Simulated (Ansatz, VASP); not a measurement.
## Two plane-wave programs on Cu

```xyz
1
Lattice="-1.3802 1.3802 1.4629 1.3802 -1.3802 1.4629 1.3802 1.3802 -1.4629" Properties=species:S:1:pos:R:3 pbc="T T T"
Cu    0.0000    0.0000    0.0000
```

Alike in both runs: task single point; functional LDA; k mesh 24 × 24 × 24; occupations gaussian, width 0.15 eV; no spin polarisation.

|  | VASP | Ansatz |
| --- | --- | --- |
| version | VASP 6.6.1 | Ansatz 0.2.0 |
| potentials or method | VASP PAW LDA potentials, release 64 (Cu), cutoff 520 eV | scalar-relativistic, plane waves, PAW |
| valence electrons in the cell | 11 | 19 |

Ansatz gave:

```
gap on the k mesh at the Fermi level (eV)                     : none
pressure (GPa)                                                : -3.6
traceless stress, the component that is largest in VASP (GPa) : 0.75
```

Problem. Which values does VASP return?

Solution. gap on the k mesh at the Fermi level (eV): none; pressure (GPa): -2.7; traceless stress, the component that is largest in VASP (GPa): 0.76.

Ansatz warns that its potentials were made for another functional, while VASP's fit it. LDA's correlation is that of Perdew and Zunger in VASP and of Perdew and Wang (1992) in Ansatz. A gap of «none» marks a metal or a gap that the smearing closes. VASP's potentials hold 11 valence electrons a cell and Ansatz's 19, so a difference there can come from the potentials and not from the codes.
